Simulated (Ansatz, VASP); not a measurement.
Two plane-wave programs on Nb

```
Nb
1.0
     2.75990    1.59343    9.83454
    -2.75990    1.59343    9.83454
     0.00000   -3.18686    9.83454
Nb
12
Direct
  0.04736 0.54490 0.04736
  0.04736 0.04736 0.54490
  0.54490 0.04736 0.04736
  0.95264 0.45510 0.95264
  0.45510 0.95264 0.95264
  0.95264 0.95264 0.45510
  0.20863 0.70387 0.20863
  0.20863 0.20863 0.70387
  0.70387 0.20863 0.20863
  0.79137 0.29613 0.79137
  0.29613 0.79137 0.79137
  0.79137 0.79137 0.29613
```

Alike in both runs: functional PBE; k mesh 3 × 3 × 3; occupations gaussian, width 0.1 eV; no spin polarisation.

Ansatz relaxed the structure, and its values are those at the end. VASP's run is a single point on that final structure, the one shown.

|  | VASP | Ansatz |
| --- | --- | --- |
| version | VASP 6.6.1 | Ansatz 0.2.0 |
| potentials or method | VASP PAW PBE potentials, release 64 (Nb_sv), cutoff 520 eV | scalar-relativistic, plane waves, PAW |
| valence electrons in the cell | 156 | 156 |

Ansatz gave:

| Property | Result |
| --- | --- |
| gap on the k mesh at the Fermi level (eV) | none |
| pressure (GPa) | 0.0 |
| rms of the force components (eV/Å) | 0.013 |

Question: What did VASP give for the same quantities?

Answer: gap on the k mesh at the Fermi level (eV): none; pressure (GPa): -0.2; rms of the force components (eV/Å): 0.017.

A gap of «none» marks a metal or a gap that the smearing closes.

The k mesh is coarse, so the values compare programs but aren't converged.
